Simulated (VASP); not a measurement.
Set up this calculation in VASP 6.6.1, as the native input.

* Task: single point
* Functional: PBE
* Potentials or basis: VASP PAW PBE potentials, release 64 (Ta_pv, Ga_d)
* Cutoff: 520 eV
* k mesh: 6 × 6 × 6
* Occupations: gaussian, width 0.1 eV
* Spin: no spin polarisation
* Dipole correction: no
* Further INCAR settings: ALGO = Fast; EDIFF = 1e-06; NBANDS = 26

The structure of TaGa2 lies in POSCAR:

```
TaGa2
1.0
   -2.0263341387      2.0263341387      3.3233963509
    2.0263341387     -2.0263341387      3.3233963509
    2.0263341387      2.0263341387     -3.3233963509
Ta Ga
1 2
Direct
    0.0000000000      0.0000000000      0.0000000000
    0.5930000000      0.5930000000      0.0000000000
    0.4070000000      0.4070000000      0.0000000000
```

One way to write it, as run:

INCAR

```
SYSTEM = TaGa2
ALGO     = Fast           ! electronic algorithm
EDIFF    = 1E-6           ! SCF threshold, eV
ENCUT    = 520            ! plane-wave cutoff, eV
GGA      = PE             ! functional
ISIF     = 2              ! what is computed and relaxed
ISMEAR   = 0              ! smearing method
LASPH    = .TRUE.         ! aspherical terms in the spheres
LCHARG   = .TRUE.         ! write CHGCAR
LELF     = .TRUE.         ! ELF
LREAL    = .FALSE.        ! projectors in reciprocal space
LVHAR    = .TRUE.       
LWAVE    = .FALSE.        ! write WAVECAR
NBANDS   = 26             ! bands
NELM     = 100            ! most SCF steps
PREC     = Accurate       ! precision mode
SIGMA    = 0.1            ! smearing width, eV
```

KPOINTS

```
k-points
0
G
  6 6 6
  0 0 0
```

Potentials or basis: VASP PAW PBE potentials, release 64 (Ta_pv, Ga_d).

Command:

```console
$ cat potpaw_PBE.64/Ta_pv/POTCAR potpaw_PBE.64/Ga_d/POTCAR > POTCAR
$ mpirun -np 1 vasp_std > vasp.out
```

It gave:

```json
{"Pressure": "124.5 GPa", "Largest force": "109.916 eV/Å", "Band gap on the k mesh": "zero (an odd number of electrons rules out a gap without spin polarisation)"}
```

Caveat: atoms lie so close that the PAW spheres overlap strongly, which falsifies energies and pressures; the stress differs along the axes, from -13 to 401 GPa; spin-orbit coupling is left out, which moves the levels of the heavy elements; forces of over 1 eV/Å act on the atoms, so gaps and moduli don't describe the material at rest.

It took 100 s on 1 thread of Oxide Virtual Turin-like Processor (shared host), peak memory 0.19 GiB.
